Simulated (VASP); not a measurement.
Set up this calculation in VASP 6.6.1, as the native input.

```
Task                   : relaxation of cell and atoms
Functional             : PBEsol
Potentials or basis    : VASP PAW PBE potentials, release 64 (Be)
Cutoff                 : 600 eV
k mesh                 : 15 × 15 × 20
Occupations            : gaussian, width 0.1 eV
Spin                   : no spin polarisation
Dipole correction      : no
Further INCAR settings : ALGO = Fast; EDIFF = 1e-06; IBRION = 2; EDIFFG = -0.01; NSW = 100; ISIF = 3
```

The structure of Be lies in POSCAR:

```
Be
1.0
    3.5588545067      0.0000000000      0.0000000000
   -1.7794272533      3.0820584112      0.0000000000
    0.0000000000      0.0000000000      2.1753166127
Be
3
Direct
    0.0000000000      0.0000000000      0.0000000000
    0.3333333333      0.6666666667      0.5000000000
    0.6666666667      0.3333333333      0.5000000000
```

This isn't the form of Be at room conditions, which is hcp.

These files were run (other wordings do the same):

INCAR

```
SYSTEM = Be
  ALGO = Fast
  EDIFF = 1E-6
  EDIFFG = -0.01
  ENCUT = 600
  GGA = PS
  IBRION = 2
  ISIF = 3
  ISMEAR = 0
  LASPH = .TRUE.
  LCHARG = .FALSE.
  LREAL = .FALSE.
  LWAVE = .FALSE.
  NELM = 100
  NSW = 100
  PREC = Accurate
  SIGMA = 0.1
```

KPOINTS

```
k-points
0
G
  15 15 20
  0 0 0
```

Potentials or basis: VASP PAW PBE potentials, release 64 (Be).

Launch:

```sh
$ cat potpaw_PBE.64/Be/POTCAR > POTCAR
$ mpirun -np 1 vasp_std > vasp.out
```

It gave:

```json
{
  "Relaxed volume": "8.02 Å³/atom",
  "Relaxed cell": "a = 3.566 Å, b = 3.566 Å, c = 2.185 Å, α = 90.00°, β = 90.00°, γ = 120.00°",
  "Space group after relaxing (to 0.1 Å)": "P6/mmm (No. 191)",
  "Energy gained by relaxing": "0.2 meV/atom",
  "Ionic steps": "3",
  "Pressure after relaxing": "-0.1 GPa",
  "Band gap on the k mesh": "zero (bands 3 and 4 overlap by 4.80 eV)"
}
```

Caveat: the PAW data sets were made with another functional, which shifts forces and pressure a little.

It took 40 s on 1 thread of Intel(R) Xeon(R) Platinum 8488C (Sapphire Rapids) (shared host), peak memory 0.18 GiB.
